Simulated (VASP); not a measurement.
# SnSe2 (P-3m1) in VASP: single point with r2SCAN+rVV10

Aim: the single point of SnSe2 with r2SCAN+rVV10.

All numbers are computed with VASP 6.6.1; they aren't measurements. Logs are shortened: lines on timing, memory, paths and dates and some standing lists are left out, and cuts for length are marked.

### Step 1. The cell of the first run

It takes space group P-3m1 (No. 164, trigonal). Conventional cell: a = 3.826 Å, b = 3.826 Å, c = 6.231 Å, α = 90.00°, β = 90.00°, γ = 120.00°. Within 3.6 Å of Sn (site symmetry -3m) lie 6 Se at 2.71 Å. Se (site symmetry 3m) has 3 Sn at 2.71 Å within 3.6 Å.

### Step 2. Single point, r2SCAN+rVV10

The input, POSCAR:

```
SnSe2
1.0
    3.8255480572      0.0000000000      0.0000000000
   -1.9127740286      3.3130218009      0.0000000000
    0.0000000000      0.0000000000      6.2308439267
Sn Se
1 2
Direct
    0.0000000000      0.0000000000      0.0000000000
    0.3333333333      0.6666666667      0.2529856606
    0.6666666667      0.3333333333      0.7470143394
```

The input, INCAR.step1:

```
SYSTEM = SnSe2
  PREC = Accurate
  ENCUT = 520
  ISMEAR = -1
  SIGMA = 0.03
  LREAL = .False.
  LASPH = .True.
  NELM = 60
  NBANDS = 20
  GGA = PE
  ALGO = Normal
  EDIFF = 1E-4
  LWAVE = .True.
  LCHARG = .False.
```

The input, INCAR.step2:

```
SYSTEM = SnSe2
  PREC = Accurate
  ENCUT = 520
  EDIFF = 1E-6
  ISMEAR = -1
  SIGMA = 0.03
  LREAL = .False.
  LASPH = .True.
  NELM = 60
  ALGO = Normal
  ISIF = 2
  LWAVE = .False.
  LCHARG = .False.
  METAGGA = R2SCAN
  LMIXTAU = .True.
  LUSE_VDW = .True.
  IVDW_NL = 2
  BPARAM = 11.95
  CPARAM = 0.0093
  NBANDS = 20
  ISTART = 1
```

The input, KPOINTS:

```
regular mesh
0
Gamma
  12 12 6
  0 0 0
```

Potentials or basis: VASP PAW PBE potentials, release 64 (Sn_d, Se).

On the command line:

```bash
$ cat potpaw_PBE.64/Sn_d/POTCAR potpaw_PBE.64/Se/POTCAR > POTCAR
$ cp INCAR.step1 INCAR
$ mpirun -np 1 vasp_std > vasp.out
$ cp INCAR.step2 INCAR
$ mpirun -np 1 vasp_std > vasp.out
```

OUTCAR:

```text
SYSTEM = SnSe2
   PREC = Accurate
   ENCUT = 520
   EDIFF = 1E-6
   ISMEAR = -1
   LREAL = .False.
   LASPH = .True.
   NELM = 60
   ISIF = 2
   METAGGA = R2SCAN
   IVDW_NL = 2
   BPARAM = 11.95
   ISTART = 1

 ion  position               nearest neighbor table
   1  0.000  0.000  0.000-   2 2.71   3 2.71   2 2.71   3 2.71   3 2.71   2 2.71
   2  0.333  0.667  0.253-   1 2.71   1 2.71   1 2.71
   3  0.667  0.333  0.747-   1 2.71   1 2.71   1 2.71

  LATTYP: Found a hexagonal cell.
 ALAT       =     3.8255480572
 C/A-ratio  =     1.6287454330

  Lattice vectors:

 A1 = (   3.8255480572,   0.0000000000,   0.0000000000)
 A2 = (  -1.9127740286,   3.3130218009,   0.0000000000)
 A3 = (   0.0000000000,   0.0000000000,   6.2308439267)

Analysis of symmetry for initial positions (statically):
=====================================================================
 Subroutine PRICEL returns:
 Original cell was already a primitive cell.

 Routine SETGRP: Setting up the symmetry group for a
 hexagonal supercell.

 Subroutine GETGRP returns: Found 12 space group operations
 (whereof 12 operations were pure point group operations)
 out of a pool of 24 trial point group operations.

The static configuration has the point symmetry D_3d.

Analysis of symmetry for dynamics (positions and initial velocities):
=====================================================================
 Subroutine PRICEL returns:
 Original cell was already a primitive cell.

 Routine SETGRP: Setting up the symmetry group for a
 hexagonal supercell.

 Subroutine GETGRP returns: Found 12 space group operations
 (whereof 12 operations were pure point group operations)
 out of a pool of 24 trial point group operations.

The dynamic configuration has the point symmetry D_3d.

 Subroutine INISYM returns: Found 12 space group operations
 (whereof 12 operations are pure point group operations),
 and found     1 'primitive' translations

----------------------------------------------------------------------------------------

                                     Primitive cell

  volume of cell :      78.9705

  direct lattice vectors                    reciprocal lattice vectors
     3.825548057  0.000000000  0.000000000     0.261400454  0.150919623  0.000000000
    -1.912774029  3.313021801  0.000000000     0.000000000  0.301839245  0.000000000
     0.000000000  0.000000000  6.230843927     0.000000000  0.000000000  0.160491903

  length of vectors
     3.825548057  3.825548057  6.230843927     0.301839245  0.301839245  0.160491903

  position of ions in fractional coordinates (direct lattice)
     0.000000000  0.000000000  0.000000000
     0.333333333  0.666666667  0.252985661
     0.666666667  0.333333333  0.747014339

  ion indices of the primitive-cell ions
   primitive index   ion index
                 1           1
                 2           2
                 3           3

----------------------------------------------------------------------------------------

 KPOINTS: regular mesh

Automatic generation of k-mesh.
 Grid dimensions read from file:
 generate k-points for:   12   12    6

 Generating k-lattice:

  Cartesian coordinates                     Fractional coordinates (reciprocal lattice)
     0.021783371  0.012576635  0.000000000     0.083333333  0.000000000  0.000000000
     0.000000000  0.025153270  0.000000000     0.000000000  0.083333333  0.000000000
     0.000000000  0.000000000  0.026748651     0.000000000  0.000000000  0.166666667

  Length of vectors
     0.025153270  0.025153270  0.026748651

  Shift w.r.t. Gamma in fractional coordinates (k-lattice)
     0.000000000  0.000000000  0.000000000

 Subroutine IBZKPT returns following result:
 ===========================================

 Found    100 irreducible k-points:

 Following reciprocal coordinates:
            Coordinates               Weight
  0.000000  0.000000  0.000000      1.000000
  0.083333 -0.000000  0.000000      6.000000
  0.166667  0.000000  0.000000      6.000000
  0.250000  0.000000  0.000000      6.000000
  0.333333  0.000000  0.000000      6.000000
  0.416667 -0.000000  0.000000      6.000000
[... 16 lines left out ...]
  0.166667  0.000000  0.166667      6.000000
  0.000000  0.166667  0.166667      6.000000
 [... further k-points ...]
   k-points           NKPTS =    100   k-points in BZ     NKDIM =    100   number of bands    NBANDS=     20
   number of dos      NEDOS =    301   number of ions     NIONS =      3
   total plane-waves  NPLWV =  37632
   dimension x,y,z NGX =    28 NGY =   28 NGZ =   48
   dimension x,y,z NGXF=    56 NGYF=   56 NGZF=   96
   ions per type =               1   2
   NGX,Y,Z   is equivalent  to a cutoff of  12.17, 12.17, 12.81 a.u.
   NGXF,Y,Z  is equivalent  to a cutoff of  24.34, 24.34, 25.61 a.u.
 SYSTEM =  SnSe2
   PREC   = accura    normal or accurate (medium, high low for compatibility)
   ISTART =      1    job   : 0-new  1-cont  2-samecut
   ICHARG =      0    charge: 1-file 2-atom 10-const
   ISPIN  =      1    spin polarized calculation?
   LNONCOLLINEAR =      F non collinear calculations
   LSORBIT =      F    spin-orbit coupling
   LASPH  =      T    aspherical Exc in radial PAW
   ENCUT  =  520.0 eV  38.22 Ry    6.18 a.u.   7.11  7.11 11.59*2*pi/ulx,y,z
   NELM   =     60;   NELMIN=  2; NELMDL=  0     # of ELM steps
   EDIFF  = 0.1E-05   stopping-criterion for ELM
   LREAL  =      F    real-space projection
   EDIFFG = 0.1E-04   stopping-criterion for IOM
   NSW    =      0    number of steps for IOM
   IBRION =     -1    ionic relax: 0-MD 1-quasi-New 2-CG
   NFREE  =      0    steps in history (QN), initial steepest desc. (CG)
   ISIF   =      2    stress and relaxation
   ISYM   =      2    0-nonsym 1-usesym 2-fastsym
   POTIM  = 0.5000    time-step for ionic-motion
   TEBEG  =    0.0;   TEEND  =   0.0 temperature during run
   PSTRESS=    0.0 pullay stress
   NELECT =      26.0000    total number of electrons
   NUPDOWN=      -1.0000    fix difference up-down
   EMIN   =  10.00;   EMAX   =-10.00  energy-range for DOS
   EFERMI =   0.00;   METHOD = LEGACY
   ISMEAR =    -1;   SIGMA  =   0.03  broadening in eV -4-tet -1-fermi 0-gaus
   EFERMI_NEDOS =   21; number of points for ismear=-14 and -15
   IALGO  =     38    algorithm
   IMIX   =      4    mixing-type and parameters
     AMIX     =   0.40;   BMIX     =  1.00
     AMIX_MAG =   1.60;   BMIX_MAG =  1.00
  volume/ion in A,a.u.               =      26.32       177.64
  Fermi-wavevector in a.u.,A,eV,Ry     =   1.130432  2.136206 17.386557  1.277876
  Thomas-Fermi vector in A             =   2.267128
   LORBIT       =      0    0 simple, 1 ext, 2 COOP (PROOUT), +10 PAW based schemes
   METAGGA = R2SCAN    functional components
   LHFCALC =     F    Hartree Fock is set to
   AEXX    =    0.0000 exact exchange contribution
   IVDW_NL    =     2    kernel type
   BPARAM     =11.9500
   IVDW    =     0    specifies the selected vdW correction
   LEPSILON=     F    determine dielectric tensor
   LRPA    =     F    only Hartree local field effects (RPA)
 non-spin polarized calculation
  energy-cutoff  :      520.00
  volume of cell :       78.97
 maximum number of plane-waves:      2148
   NGX = 15   NGY = 15   NGZ = 23

 number of electron      26.0000000 magnetization

 Free energy of the ion-electron system (eV)
  ---------------------------------------------------
  ext. energy  EPLUGINS =         0.00000000
  ---------------------------------------------------
  free energy    TOTEN  =       -53.97771649 eV

  energy without entropy =      -53.97771649  energy(sigma->0) =      -53.97771649

 E-fermi :   4.0956     XC(G=0):  -9.9761

 val. band max:        3.6247368240   @ k =   0.0833   0.0833   0.0000
 cond. band min:       4.5573558318   @ k =   0.0000   0.4167   0.3333
 fundamental gap:      0.9326190078
 Fermi energy:         4.0956432265

 k-point     1 :       0.0000    0.0000    0.0000
  band No.  band energies     occupation
      1     -18.2322      2.00000
      2     -18.2321      2.00000
      3     -18.1754      2.00000
      4     -18.1676      2.00000
      5     -18.1676      2.00000
      6     -10.6474      2.00000
[... 12 lines left out ...]
     19      13.1746      0.00000
     20      13.1746      0.00000

 k-point     2 :       0.0833   -0.0000    0.0000
  band No.  band energies     occupation
      1     -18.2357      2.00000
      2     -18.2298      2.00000
      3     -18.1735      2.00000
      4     -18.1691      2.00000
      5     -18.1671      2.00000
      6     -10.5770      2.00000
[... 12 lines left out ...]
     19      12.5303      0.00000
     20      13.2690      0.00000

 k-point     3 :       0.1667    0.0000    0.0000
  band No.  band energies     occupation
      1     -18.2459      2.00000
      2     -18.2240      2.00000
      3     -18.1743      2.00000
      4     -18.1667      2.00000
      5     -18.1651      2.00000
      6     -10.3706      2.00000
[... 12 lines left out ...]
     19      12.4159      0.00000
     20      13.4692      0.00000

 k-point     4 :       0.2500    0.0000    0.0000
  band No.  band energies     occupation
      1     -18.2608      2.00000
      2     -18.2177      2.00000
      3     -18.1794      2.00000
      4     -18.1606      2.00000
      5     -18.1583      2.00000
      6     -10.0447      2.00000
[... 12 lines left out ...]
     19      12.4493      0.00000
     20      13.7708      0.00000

 k-point     5 :       0.3333    0.0000    0.0000
  band No.  band energies     occupation
      1     -18.2762      2.00000
      2     -18.2134      2.00000
      3     -18.1843      2.00000
      4     -18.1540      2.00000
      5     -18.1495      2.00000
      6      -9.6368      2.00000
[... 12 lines left out ...]
     19      13.1916      0.00000
     20      14.0110      0.00000

 k-point     6 :       0.4167   -0.0000    0.0000
  band No.  band energies     occupation
      1     -18.2878      2.00000
      2     -18.2115      2.00000
      3     -18.1877      2.00000
      4     -18.1480      2.00000
      5     -18.1431      2.00000
      6      -9.2271      2.00000
[... 12 lines left out ...]
     19      13.8367      0.00000
     20      14.6616      0.00000

 k-point     7 :       0.5000    0.0000    0.0000
  band No.  band energies     occupation
      1     -18.2920      2.00000
      2     -18.2110      2.00000
      3     -18.1889      2.00000
      4     -18.1455      2.00000
      5     -18.1407      2.00000
      6      -9.0124      2.00000
[... 12 lines left out ...]
     19      14.1316      0.00000
     20      14.8994      0.00000
[... 277 lines left out ...]
 k-point    20 :       0.0000    0.0000    0.1667
  band No.  band energies     occupation
      1     -18.2322      2.00000
      2     -18.2321      2.00000
      3     -18.1753      2.00000
      4     -18.1676      2.00000
      5     -18.1676      2.00000
      6     -10.6073      2.00000
[... 12 lines left out ...]
     19      12.9957      0.00000
     20      12.9958      0.00000

 k-point    21 :       0.0833   -0.0000    0.1667
  band No.  band energies     occupation
      1     -18.2357      2.00000
      2     -18.2298      2.00000
      3     -18.1735      2.00000
      4     -18.1691      2.00000
      5     -18.1671      2.00000
      6     -10.5373      2.00000
[... 12 lines left out ...]
     19      12.4891      0.00000
     20      13.2716      0.00000

 k-point    22 :       0.0000    0.0833    0.1667
  band No.  band energies     occupation
      1     -18.2357      2.00000
      2     -18.2298      2.00000
      3     -18.1735      2.00000
      4     -18.1691      2.00000
      5     -18.1671      2.00000
      6     -10.5372      2.00000
[... 12 lines left out ...]
     19      12.3627      0.00000
     20      12.9889      0.00000

 k-point    23 :       0.1667    0.0000    0.1667
  band No.  band energies     occupation
      1     -18.2459      2.00000
      2     -18.2240      2.00000
      3     -18.1742      2.00000
      4     -18.1667      2.00000
      5     -18.1651      2.00000
      6     -10.3319      2.00000
[... 12 lines left out ...]
     19      12.7522      0.00000
     20      13.0624      0.00000

 k-point    24 :       0.0000    0.1667    0.1667
  band No.  band energies     occupation
      1     -18.2459      2.00000
      2     -18.2240      2.00000
      3     -18.1743      2.00000
      4     -18.1666      2.00000
      5     -18.1651      2.00000
      6     -10.3315      2.00000
[... 12 lines left out ...]
     19      12.2026      0.00000
     20      13.1877      0.00000

 [... further k-points ...]

------------------------ aborting loop because EDIFF is reached ----------------------------------------

  FORCE on cell =-STRESS in cart. coord.  units (eV):
  Direction    XX          YY          ZZ          XY          YZ          ZX
  --------------------------------------------------------------------------------------
  -------------------------------------------------------------------------------------
  Total        0.1040390      0.1040390      0.0937902     -0.0000000      0.0000000      0.0000000
  in kB        2.1107754      2.1107754      1.9028444     -0.0000000      0.0000000      0.0000000
  external PRESSURE =       2.0414651 kB  Pullay stress =       0.0000000 kB

 VOLUME and BASIS-vectors are now :
 -----------------------------------------------------------------------------
  energy-cutoff  :      520.00
  volume of cell :       78.97
      direct lattice vectors                 reciprocal lattice vectors
     3.825548057  0.000000000  0.000000000     0.261400454  0.150919623  0.000000000
    -1.912774029  3.313021801  0.000000000     0.000000000  0.301839245  0.000000000
     0.000000000  0.000000000  6.230843927     0.000000000  0.000000000  0.160491903

 POSITION                                       TOTAL-FORCE (eV/Angst)
 -----------------------------------------------------------------------------------
      0.00000      0.00000      0.00000         0.000000      0.000000      0.000000
     -0.00000      2.20868      1.57631         0.000000     -0.000000      0.025670
      1.91277      1.10434      4.65453        -0.000000      0.000000     -0.025670
 -----------------------------------------------------------------------------------
    total drift:                               -0.000000     -0.000000      0.000000

  FREE ENERGIE OF THE ION-ELECTRON SYSTEM (eV)
  ---------------------------------------------------
  free  energy   TOTEN  =       -53.9777164922 eV

  energy  without entropy=      -53.9777164865  energy(sigma->0) =      -53.97771649
```

Run time: 7.2 min. Hardware: 1 thread of Intel Xeon Platinum 8488C (Sapphire Rapids), shared host; peak memory 0.45 GiB.

What came out:

| Property | Result |
| --- | --- |
| Free energy | -53.9777 eV |
| Pressure | 0.2 GPa |
| Largest force | 0.026 eV/Å |
| Band gap on the k mesh | 0.93 eV (least direct gap 1.49 eV) |

Forces on the atoms (eV/Å):
```
Sn   0.000  0.000  0.000
Se   0.000  0.000  0.026
Se   0.000  0.000 -0.026
```

Caveat: the PAW data sets were made with another functional, which shifts forces and pressure a little; spin-orbit coupling is left out, which moves the levels of the heavy elements.
